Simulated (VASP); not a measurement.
# LiH (P6_3/mmc) in VASP: a series of runs, part 2 of 2

VASP 6.6.1. Earlier steps stand in the parts before.

### 3 Single point, PBE (9.61 Å³/atom)

This run uses another cell than the first one, of 9.61 Å³/atom.

INCAR

```
SYSTEM = LiH
  ALGO = Normal
  EDIFF = 1E-6
  ENCUT = 520
  GGA = PE
  ISIF = 2
  ISMEAR = 0
  LASPH = .TRUE.
  LCHARG = .FALSE.
  LREAL = .FALSE.
  LWAVE = .FALSE.
  NBANDS = 12
  NELM = 60
  PREC = Accurate
  SIGMA = 0.01
```

KPOINTS

```
k-points
0
G
  9 9 6
  0 0 0
```

POSCAR

```
LiH
1.0
    3.2854070571      0.0000000000      0.0000000000
   -1.6427035286      2.8452459732      0.0000000000
    0.0000000000      0.0000000000      4.1127449829
Li H
2 2
Direct
    0.3333333333      0.6666666667      0.2500000000
    0.6666666667      0.3333333333      0.7500000000
    0.6666666667      0.3333333333      0.2500000000
    0.3333333333      0.6666666667      0.7500000000
```

Potentials or basis: VASP PAW PBE potentials, release 64 (Li_sv, H).

Launch:

```console
$ cat potpaw_PBE.64/Li_sv/POTCAR potpaw_PBE.64/H/POTCAR > POTCAR
$ mpirun -np 1 vasp_std > vasp.out
```

OUTCAR:

```text
SYSTEM = LiH
   EDIFF = 1E-6
   ENCUT = 520
   GGA = PE
   ISIF = 2
   ISMEAR = 0
   LASPH = .TRUE.
   LREAL = .FALSE.
   NELM = 60
   PREC = Accurate

 ion  position               nearest neighbor table
   1  0.333  0.667  0.250-
   2  0.667  0.333  0.750-
   3  0.667  0.333  0.250-
   4  0.333  0.667  0.750-

  LATTYP: Found a hexagonal cell.
 ALAT       =     3.2854070571
 C/A-ratio  =     1.2518220456

  Lattice vectors:

 A1 = (   3.2854070571,   0.0000000000,   0.0000000000)
 A2 = (  -1.6427035286,   2.8452459732,   0.0000000000)
 A3 = (   0.0000000000,   0.0000000000,   4.1127449829)

Analysis of symmetry for initial positions (statically):
=====================================================================
 Subroutine PRICEL returns:
 Original cell was already a primitive cell.

 Routine SETGRP: Setting up the symmetry group for a
 hexagonal supercell.

 Subroutine GETGRP returns: Found 24 space group operations
 (whereof 12 operations were pure point group operations)
[... 184 lines left out ...]
      6      10.2685      0.00000
      7      10.2685      0.00000
      8      10.8989      0.00000
      9      12.9320      0.00000
     10      12.9320      0.00000
     11      14.5027      0.00000
     12      17.1864      0.00000
[... 331 lines left out ...]
 k-point    24 :       0.3333    0.3333    0.1667
  band No.  band energies     occupation
      1     -44.9089      2.00000
      2     -44.9089      2.00000
      3      -2.3289      2.00000
      4      -2.3289      2.00000
      5       1.8401      0.00000
      6       7.4133      0.00000
      7       7.4133      0.00000
      8       7.5871      0.00000
      9      11.2107      0.00000
     10      11.2107      0.00000
     11      13.8589      0.00000
     12      17.3355      0.00000

 [... further k-points ...]

------------------------ aborting loop because EDIFF is reached ----------------------------------------

  FORCE on cell =-STRESS in cart. coord.  units (eV):
  Direction    XX          YY          ZZ          XY          YZ          ZX
  --------------------------------------------------------------------------------------
  -------------------------------------------------------------------------------------
  Total       -0.2365545     -0.2365545     -0.2480626      0.0000000     -0.0000000      0.0000000
  in kB       -9.8582753     -9.8582753    -10.3378685      0.0000000     -0.0000000      0.0000000
  external PRESSURE =     -10.0181397 kB  Pullay stress =       0.0000000 kB

 VOLUME and BASIS-vectors are now :
 -----------------------------------------------------------------------------
  energy-cutoff  :      520.00
  volume of cell :       38.45
      direct lattice vectors                 reciprocal lattice vectors
     3.285407057  0.000000000  0.000000000     0.304376287  0.175731731  0.000000000
    -1.642703529  2.845245973  0.000000000     0.000000000  0.351463462  0.000000000
     0.000000000  0.000000000  4.112744983     0.000000000  0.000000000  0.243146610

 POSITION                                       TOTAL-FORCE (eV/Angst)
 -----------------------------------------------------------------------------------
     -0.00000      1.89683      1.02819         0.000000     -0.000000      0.000000
      1.64270      0.94842      3.08456        -0.000000      0.000000      0.000000
      1.64270      0.94842      1.02819        -0.000000     -0.000000      0.000000
     -0.00000      1.89683      3.08456         0.000000      0.000000      0.000000
 -----------------------------------------------------------------------------------
    total drift:                               -0.000000      0.000000      0.000000

  FREE ENERGIE OF THE ION-ELECTRON SYSTEM (eV)
  ---------------------------------------------------
  free  energy   TOTEN  =       -12.1598328664 eV

  energy  without entropy=      -12.1598328664  energy(sigma->0) =      -12.15983287
```

OSZICAR:

```text
N       E                     dE             d eps       ncg     rms          rms(c)
DAV:   1     0.242920976733E+02    0.24292E+02   -0.39330E+03  1152   0.654E+02
DAV:   2    -0.801098092780E+01   -0.32303E+02   -0.31672E+02  1404   0.157E+02
DAV:   3    -0.127864956446E+02   -0.47755E+01   -0.47495E+01  2176   0.394E+01
DAV:   4    -0.128262174393E+02   -0.39722E-01   -0.39718E-01  1400   0.526E+00
DAV:   5    -0.128267581853E+02   -0.54075E-03   -0.54074E-03  1608   0.449E-01    0.450E+00
DAV:   6    -0.123037628073E+02    0.52300E+00   -0.33314E-01  1300   0.206E+00    0.222E+00
DAV:   7    -0.121490802649E+02    0.15468E+00   -0.43401E-01  1376   0.259E+00    0.410E-01
DAV:   8    -0.121602907310E+02   -0.11210E-01   -0.30417E-02  1384   0.984E-01    0.136E-01
DAV:   9    -0.121598284137E+02    0.46232E-03   -0.95102E-04  1496   0.142E-01    0.300E-02
DAV:  10    -0.121598457015E+02   -0.17288E-04   -0.11338E-04  1376   0.680E-02    0.197E-02
DAV:  11    -0.121598348489E+02    0.10853E-04   -0.12027E-05  1436   0.198E-02    0.360E-03
DAV:  12    -0.121598323877E+02    0.24612E-05   -0.14675E-06  1076   0.594E-03    0.204E-03
DAV:  13    -0.121598328664E+02   -0.47871E-06   -0.10987E-07   680   0.186E-03
   1 F= -.12159833E+02 E0= -.12159833E+02  d E =-.169646E-44
```

Run time: 24 s. Hardware: 1 thread of Intel Xeon 8259CL, shared host; peak memory 0.15 GiB.

What came out:

* Free energy: -12.1598 eV
* Band gap on the k mesh: 1.90 eV (least direct gap 3.08 eV)

Levels at points of the mesh, in eV from the valence-band top:
| k point | band 1 | band 2 | band 3 | band 4 | band 5 | band 6 | band 7 | band 8 |
| --- | --- | --- | --- | --- | --- | --- | --- | --- |
| (0.00, 0.00, 0.00) | -44.64 | -44.59 | -5.11 | 0.00 | 3.08 | 10.57 | 10.57 | 11.20 |
| (0.00, 0.00, 0.50) | -44.61 | -44.61 | -3.63 | -3.63 | 9.38 | 9.38 | 12.54 | 12.54 |

Caveat: the cutoff is under 1.25 times the usual one of these potentials, so pressure, stress and relaxed cells hold a basis-set (Pulay) error.
